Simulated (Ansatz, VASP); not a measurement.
## One calculation of HgTe, two programs

Contents of INCAR:

```
SYSTEM = HgTe
  PREC = Accurate
  ENCUT = 520
  EDIFF = 1E-8
  ISMEAR = -1
  SIGMA = 0.05
  LREAL = .False.
  LASPH = .True.
  NELM = 100
  ALGO = Normal
  ISIF = 2
  LWAVE = .False.
  LCHARG = .False.
  GGA = PS
  LEFG = .True.
  NBANDS = 16
```

Contents of KPOINTS:

```
regular mesh
0
Gamma
  9 9 9
  0 0 0
```

POSCAR

```
HgTe
1.0
    0.0000000000      3.2448483043      3.2448483043
    3.2448483043      0.0000000000      3.2448483043
    3.2448483043      3.2448483043      0.0000000000
Hg Te
1 1
Direct
    0.0000000000      0.0000000000      0.0000000000
    0.7500000000      0.7500000000      0.7500000000
```

Input for Ansatz:

```yaml
crystal:
  lattice:
    - [0.0, 3.2448483043, 3.2448483043]
    - [3.2448483043, 0.0, 3.2448483043]
    - [3.2448483043, 3.2448483043, 0.0]
  atoms:
    - { symbol: Hg, position: [0.0, 0.0, 0.0] }
    - { symbol: Te, position: [0.75, 0.75, 0.75] }
kpoints:
  mp_grid: { grid: [9, 9, 9] }
scf:
  occupations: { method: fermi_dirac, width: 0.05 }
hamiltonian:
  xc: pbesol
  pseudopotentials: { kind: paw }
output:
  forces: true
  stress: true
  eigenvalues: true
  efg: { contact_densities: true }
```

Change from the starting cell: volume scaled by 1.02, PAW files.

Alike in both runs: task electric field gradients; functional PBEsol; k mesh 9 × 9 × 9; occupations fermi-dirac, width 0.05 eV; no spin polarisation.

```csv
,VASP,Ansatz
version,VASP 6.6.1,Ansatz 0.2.0
potentials or method,"VASP PAW PBE potentials, release 64 (Hg, Te)","PAW with Ansatz's default frozen-core files, scalar-relativistic"
plane-wave cutoff (eV),520,420
valence electrons in the cell,18,36
```

Ansatz gave:

* pressure (GPa): 0.4

**Question.** Which values does VASP return?

**Answer.** Pressure (GPa): 0.5.

VASP's potentials were made for PBE, not for PBEsol. VASP's potentials hold 18 valence electrons a cell and Ansatz's 36, so a difference there can come from the potentials and not from the codes.

Spin-orbit coupling is off throughout.
